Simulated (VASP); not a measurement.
# Ta (Im-3m) in VASP: a series of runs

Runs on Ta. Level: LDA. Tasks: relaxation of cell and atoms.

All numbers are computed with VASP 6.6.1; they aren't measurements. Logs are shortened: lines on timing, memory, paths and dates and some standing lists are left out, and cuts for length are marked.

### Step 1. The cell of the first run

Symmetry: Im-3m, No. 229, cubic system. Conventional cell: a = 3.247 Å, b = 3.247 Å, c = 3.247 Å, α = 90.00°, β = 90.00°, γ = 90.00°. Ta (site symmetry m-3m) has 14 Ta at 2.81 to 3.25 Å within 3.7 Å.

### Step 2. Relaxation of cell and atoms, LDA

Contents of INCAR:

```
SYSTEM = Ta
PREC = Accurate
ENCUT = 600
EDIFF = 1E-6
ISMEAR = 0
SIGMA = 0.1
LREAL = .FALSE.
LASPH = .TRUE.
NELM = 60
ALGO = Normal
ISIF = 3
LWAVE = .FALSE.
LCHARG = .FALSE.
IBRION = 2
NSW = 100
EDIFFG = -0.002
```

Contents of KPOINTS:

```
Automatic mesh
0
G
  16 16 16
  0 0 0
```

Contents of POSCAR:

```
Ta
1.0
   -1.6234893961      1.6234893961      1.6234893961
    1.6234893961     -1.6234893961      1.6234893961
    1.6234893961      1.6234893961     -1.6234893961
Ta
1
Direct
    0.0000000000      0.0000000000      0.0000000000
```

Potentials or basis: VASP PAW LDA potentials, release 64 (Ta_pv).

Run with:

```console
> cat potpaw_LDA.64/Ta_pv/POTCAR > POTCAR
> mpirun -np 1 vasp_std > vasp.out
```

OUTCAR:

```text
SYSTEM = Ta
   PREC = Accurate
   ENCUT = 600
   EDIFF = 1E-6
   ISMEAR = 0
   LREAL = .FALSE.
   LASPH = .TRUE.
   NELM = 60
   ISIF = 3
   IBRION = 2
   NSW = 100
   EDIFFG = -0.002

 ion  position               nearest neighbor table
   1  0.000  0.000  0.000-

  LATTYP: Found a body centered cubic cell.
 ALAT       =     3.2469787922

  Lattice vectors:

 A1 = (  -1.6234893961,   1.6234893961,   1.6234893961)
 A2 = (   1.6234893961,  -1.6234893961,   1.6234893961)
 A3 = (   1.6234893961,   1.6234893961,  -1.6234893961)

Analysis of symmetry for initial positions (statically):
=====================================================================
 Subroutine PRICEL returns:
 Original cell was already a primitive cell.

 Routine SETGRP: Setting up the symmetry group for a
 body centered cubic supercell.

 Subroutine GETGRP returns: Found 48 space group operations
 (whereof 48 operations were pure point group operations)
 out of a pool of 48 trial point group operations.

The static configuration has the point symmetry O_h .

Analysis of symmetry for dynamics (positions and initial velocities):
=====================================================================
 Subroutine PRICEL returns:
 Original cell was already a primitive cell.

 Routine SETGRP: Setting up the symmetry group for a
 body centered cubic supercell.

 Subroutine GETGRP returns: Found 48 space group operations
 (whereof 48 operations were pure point group operations)
 out of a pool of 48 trial point group operations.

The dynamic configuration has the point symmetry O_h .

 Subroutine INISYM returns: Found 48 space group operations
 (whereof 48 operations are pure point group operations),
 and found     1 'primitive' translations

----------------------------------------------------------------------------------------

                                     Primitive cell

  volume of cell :      17.1162

  direct lattice vectors                    reciprocal lattice vectors
    -1.623489396  1.623489396  1.623489396     0.000000000  0.307978605  0.307978605
     1.623489396 -1.623489396  1.623489396     0.307978605  0.000000000  0.307978605
     1.623489396  1.623489396 -1.623489396     0.307978605  0.307978605  0.000000000

  length of vectors
     2.811966120  2.811966120  2.811966120     0.435547521  0.435547521  0.435547521

  position of ions in fractional coordinates (direct lattice)
[... 87 lines left out ...]
   PSTRESS=    0.0 pullay stress
   NELECT =      11.0000    total number of electrons
   NUPDOWN=      -1.0000    fix difference up-down
   EMIN   =  10.00;   EMAX   =-10.00  energy-range for DOS
[... 5 lines left out ...]
     AMIX     =   0.40;   BMIX     =  1.00
     AMIX_MAG =   1.60;   BMIX_MAG =  1.00
  volume/ion in A,a.u.               =      17.12       115.51
  Fermi-wavevector in a.u.,A,eV,Ry     =   1.412764  2.669737 27.155895  1.995902
  Thomas-Fermi vector in A             =   2.534479
   LORBIT       =      0    0 simple, 1 ext, 2 COOP (PROOUT), +10 PAW based schemes
   GGA     = CA    functional components
   LHFCALC =     F    Hartree Fock is set to
   AEXX    =    0.0000 exact exchange contribution
   IVDW    =     0    specifies the selected vdW correction
   LEPSILON=     F    determine dielectric tensor
   LRPA    =     F    only Hartree local field effects (RPA)
 conjugate gradient relaxation of ions
 non-spin polarized calculation
 Gauss-broadening in eV      SIGMA  =   0.10
  energy-cutoff  :      600.00
  volume of cell :       17.12
 maximum number of plane-waves:       603
   NGX = 11   NGY = 11   NGZ = 11

--------------------------------------- Ionic step        1  -------------------------------------------

 number of electron      10.9999999 magnetization

 Free energy of the ion-electron system (eV)
  ---------------------------------------------------
  ext. energy  EPLUGINS =         0.00000000
  ---------------------------------------------------
  free energy    TOTEN  =       -12.82651347 eV

  energy without entropy =      -12.81914006  energy(sigma->0) =      -12.82282676

------------------------ aborting loop because EDIFF is reached ----------------------------------------

  FORCE on cell =-STRESS in cart. coord.  units (eV):
  Direction    XX          YY          ZZ          XY          YZ          ZX
  --------------------------------------------------------------------------------------
  -------------------------------------------------------------------------------------
  Total        0.2165666      0.2165666      0.2165666     -0.0000000      0.0000000     -0.0000000
  in kB       20.2718620     20.2718620     20.2718620     -0.0000000      0.0000000     -0.0000000
  external PRESSURE =      20.2718620 kB  Pullay stress =       0.0000000 kB
[... 57 lines left out ...]
--------------------------------------- Ionic step        3  -------------------------------------------

 number of electron      11.0000000 magnetization

 Free energy of the ion-electron system (eV)
  ---------------------------------------------------
  ext. energy  EPLUGINS =         0.00000000
  ---------------------------------------------------
  free energy    TOTEN  =       -12.82750049 eV

  energy without entropy =      -12.81989291  energy(sigma->0) =      -12.82369670

 E-fermi :   5.7413     XC(G=0): -13.0084

 val. band max:        5.7364340846   @ k =  -0.4375   0.4375   0.1250
 cond. band min:       5.7578035978   @ k =   0.1250   0.0625   0.0000
 fundamental gap:      0.0213695132
 Fermi energy:         5.7413215004

 k-point     1 :       0.0000    0.0000    0.0000
  band No.  band energies     occupation
      1     -26.9825      2.00000
      2     -26.9825      2.00000
      3     -26.9825      2.00000
      4      -2.2474      2.00000
      5       6.4190      0.00000
      6       6.4190      0.00000
      7       6.4190      0.00000
      8       9.8278      0.00000
      9       9.8278      0.00000
[... 265 lines left out ...]
 k-point    24 :       0.2500    0.1875    0.0000
  band No.  band energies     occupation
      1     -28.0625      2.00000
      2     -27.4298      2.00000
      3     -27.1019      2.00000
      4       2.0317      2.00000
      5       4.3923      2.00000
      6       5.1423      2.00000
      7       9.1578      0.00000
      8      10.7459      0.00000
      9      12.8186      0.00000

 [... further k-points ...]

------------------------ aborting loop because EDIFF is reached ----------------------------------------

  FORCE on cell =-STRESS in cart. coord.  units (eV):
  Direction    XX          YY          ZZ          XY          YZ          ZX
  --------------------------------------------------------------------------------------
  -------------------------------------------------------------------------------------
  Total       -0.0016009     -0.0016009     -0.0016009     -0.0000000      0.0000000     -0.0000000
  in kB       -0.1484595     -0.1484595     -0.1484595     -0.0000000      0.0000000     -0.0000000
  external PRESSURE =      -0.1484595 kB  Pullay stress =       0.0000000 kB
[... 16 lines left out ...]
  FREE ENERGIE OF THE ION-ELECTRON SYSTEM (eV)
  ---------------------------------------------------
  free  energy   TOTEN  =       -12.8275004885 eV

  energy  without entropy=      -12.8198929055  energy(sigma->0) =      -12.82369670

 reached required accuracy - stopping structural energy minimisation
```

OSZICAR:

```text
N       E                     dE             d eps       ncg     rms          rms(c)
DAV:   1     0.499719523320E+02    0.49972E+02   -0.70271E+03  2610   0.130E+03
DAV:   2    -0.125987534457E+02   -0.62571E+02   -0.61651E+02  3336   0.262E+02
DAV:   3    -0.132824913317E+02   -0.68374E+00   -0.67217E+00  3016   0.275E+01
[... 18 lines left out ...]
DAV:   2    -0.128329759757E+02    0.24897E-01   -0.33897E-02  2660   0.241E+00    0.533E-01
DAV:   3    -0.128274257370E+02    0.55502E-02   -0.17612E-02  2693   0.167E+00    0.207E-01
DAV:   4    -0.128275012895E+02   -0.75552E-04   -0.24394E-04  3164   0.167E-01    0.230E-02
DAV:   5    -0.128275003017E+02    0.98783E-06   -0.19682E-05  2712   0.549E-02    0.134E-02
DAV:   6    -0.128275004885E+02   -0.18683E-06   -0.50670E-07  1582   0.843E-03
   3 F= -.12827500E+02 E0= -.12823697E+02  d E =-.987022E-03
```

Run time: 28 s. Hardware: 1 thread of Intel Xeon Platinum 8259CL at 2.50GHz (Skylake/Cascade Lake), shared host; peak memory 0.15 GiB.

Results:

| Quantity | Value |
| --- | --- |
| Free energy | -12.8275 eV |
| Relaxed volume | 17.28 Å³/atom |
| Relaxed cell | a = 2.821 Å, b = 2.821 Å, c = 2.821 Å, α = 109.47°, β = 109.47°, γ = 109.47° |
| Space group after relaxing (to 0.05 Å) | Im-3m (No. 229) |
| Energy gained by relaxing | 1.0 meV/atom |
| Ionic steps | 3 |
| Pressure after relaxing | 0.0 GPa |

The path:
```csv
step,energy change (eV),largest force (eV/Å),pressure (GPa),volume (Å³)
1,0.0000,0.0000,2.03,17.12
2,0.0045,0.0000,-4.50,17.66
3,-0.0010,0.0000,-0.01,17.28
```

Final structure:
```
Ta
1.0
    -1.62854    1.62854    1.62854
     1.62854   -1.62854    1.62854
     1.62854    1.62854   -1.62854
Ta
1
Direct
  0.00000 0.00000 0.00000
```

Levels at points of the mesh, in eV from the Fermi level:
| k point | band 1 | band 2 | band 3 | band 4 | band 5 | band 6 | band 7 | band 8 | band 9 |
| --- | --- | --- | --- | --- | --- | --- | --- | --- | --- |
| (0.00, 0.00, 0.00) | -32.72 | -32.72 | -32.72 | -7.99 | 0.68 | 0.68 | 0.68 | 4.09 | 4.09 |
| (0.50, 0.00, 0.00) | -34.09 | -33.16 | -32.73 | -4.55 | -1.70 | 1.95 | 4.00 | 5.06 | 8.18 |
| (0.50, 0.50, 0.50) | -33.67 | -33.67 | -33.67 | -4.07 | -4.07 | 7.14 | 7.14 | 7.14 | 9.15 |

Caveat: spin-orbit coupling is left out, which moves the levels of the heavy elements.

### Step 3. Relaxation of cell and atoms, LDA

This run uses another cell than the first one, of 17.21 Å³/atom, 1.005 times its volume.

Contents of INCAR:

```
  PREC = Accurate
  ENCUT = 600
  EDIFF = 1E-6
  ISMEAR = -1
  SIGMA = 0.15
  LREAL = False
  LASPH = True
  NELM = 100
  ALGO = Fast
  ISIF = 3
  LWAVE = False
  LCHARG = False
  GGA = CA
  IBRION = 2
  NSW = 80
  EDIFFG = -0.001
```

Contents of KPOINTS:

```
Automatic mesh
0
Gamma
  18 18 18
```

Contents of POSCAR:

```
Ta
1.0
   -1.6263540842      1.6263540842      1.6263540842
    1.6263540842     -1.6263540842      1.6263540842
    1.6263540842      1.6263540842     -1.6263540842
Ta
1
Direct
    0.0000000000      0.0000000000      0.0000000000
```

Potentials or basis: VASP PAW LDA potentials, release 64 (Ta_pv).

Run with:

```console
> cat potpaw_LDA.64/Ta_pv/POTCAR > POTCAR
> mpirun -np 1 vasp_std > vasp.out
```

OUTCAR:

```text
PREC = Accurate
   ENCUT = 600
   EDIFF = 1E-6
   ISMEAR = -1
   LREAL = False
   LASPH = True
   NELM = 100
   ISIF = 3
   GGA = CA
   IBRION = 2
   NSW = 80
   EDIFFG = -0.001

 ion  position               nearest neighbor table
   1  0.000  0.000  0.000-

  LATTYP: Found a body centered cubic cell.
 ALAT       =     3.2527081684

  Lattice vectors:

 A1 = (  -1.6263540842,   1.6263540842,   1.6263540842)
 A2 = (   1.6263540842,  -1.6263540842,   1.6263540842)
 A3 = (   1.6263540842,   1.6263540842,  -1.6263540842)

Analysis of symmetry for initial positions (statically):
=====================================================================
 Subroutine PRICEL returns:
 Original cell was already a primitive cell.

[... 428 lines left out ...]
 Fermi energy:         5.7636668725

 k-point     1 :       0.0000    0.0000    0.0000
  band No.  band energies     occupation
      1     -27.0067      2.00000
      2     -27.0067      2.00000
      3     -27.0067      2.00000
      4      -2.2583      2.00000
      5       6.4022      0.02794
      6       6.4022      0.02794
      7       6.4022      0.02794
      8       9.8020      0.00000
      9       9.8020      0.00000
[... 265 lines left out ...]
 k-point    24 :       0.3889    0.1111    0.0000
  band No.  band energies     occupation
      1     -28.2833      2.00000
      2     -27.4816      2.00000
      3     -27.0767      2.00000
      4       1.6083      2.00000
      5       4.1674      1.99995
      6       6.6025      0.00743
      7       9.5739      0.00000
      8      10.9381      0.00000
      9      13.9932      0.00000

 [... further k-points ...]

------------------------ aborting loop because EDIFF is reached ----------------------------------------

  FORCE on cell =-STRESS in cart. coord.  units (eV):
  Direction    XX          YY          ZZ          XY          YZ          ZX
  --------------------------------------------------------------------------------------
  -------------------------------------------------------------------------------------
  Total       -0.0002514     -0.0002514     -0.0002514     -0.0000000     -0.0000000      0.0000000
  in kB       -0.0232594     -0.0232594     -0.0232594     -0.0000000     -0.0000000      0.0000000
  external PRESSURE =      -0.0232594 kB  Pullay stress =       0.0000000 kB
[... 16 lines left out ...]
  FREE ENERGIE OF THE ION-ELECTRON SYSTEM (eV)
  ---------------------------------------------------
  free  energy   TOTEN  =       -12.8752738883 eV

  energy  without entropy=      -12.7848814501  energy(sigma->0) =      -12.83007767

 reached required accuracy - stopping structural energy minimisation
```

Wall time 84 s (1 thread of Intel Xeon Platinum 8259CL at 2.50GHz (Skylake/Cascade Lake), shared host); peak memory 0.17 GiB.

What came out:

* Free energy: -12.8753 eV
* Relaxed volume: 17.32 Å³/atom
* Relaxed cell: a = 2.823 Å, b = 2.823 Å, c = 2.823 Å, α = 109.47°, β = 109.47°, γ = 109.47°
* Space group after relaxing (to 0.05 Å): Im-3m (No. 229)
* Energy gained by relaxing: 0.5 meV/atom
* Ionic steps: 8
* Pressure after relaxing: 0.0 GPa

The path:
```tsv
step	energy change (eV)	largest force (eV/Å)	pressure (GPa)	volume (Å³)
1	0.0000	0.0000	1.40	17.21
2	0.0023	0.0000	-3.27	17.58
3	-0.0005	0.0000	0.08	17.32
4	-0.0004	0.0000	-0.08	17.32
5	-0.0005	0.0000	-0.07	17.32
6	-0.0004	0.0000	0.10	17.30
7	-0.0005	0.0000	0.05	17.31
8	-0.0005	0.0000	0.00	17.32
```

Final structure:
```cif
data_structure
_symmetry_space_group_name_H-M 'P 1'
_symmetry_Int_Tables_number 1
_cell_length_a 2.8228
_cell_length_b 2.8228
_cell_length_c 2.8228
_cell_angle_alpha 109.471
_cell_angle_beta 109.471
_cell_angle_gamma 109.471
_cell_volume 17.32
loop_
_atom_site_label
_atom_site_type_symbol
_atom_site_fract_x
_atom_site_fract_y
_atom_site_fract_z
_atom_site_occupancy
Ta1 Ta 0.00000 0.00000 0.00000 1
```

Levels at points of the mesh, in eV from the Fermi level:
| k point | band 2 | band 3 | band 4 | band 5 | band 6 | band 7 | band 8 | band 9 |
| --- | --- | --- | --- | --- | --- | --- | --- | --- |
| (0.00, 0.00, 0.00) | -32.77 | -32.77 | -8.02 | 0.64 | 0.64 | 0.64 | 4.04 | 4.04 |
| (0.50, 0.00, 0.00) | -33.21 | -32.78 | -4.58 | -1.74 | 1.90 | 3.95 | 5.01 | 8.11 |
| (0.50, 0.50, 0.50) | -33.71 | -33.71 | -4.09 | -4.09 | 7.08 | 7.08 | 7.08 | 9.09 |

Caveat: spin-orbit coupling is left out, which moves the levels of the heavy elements.
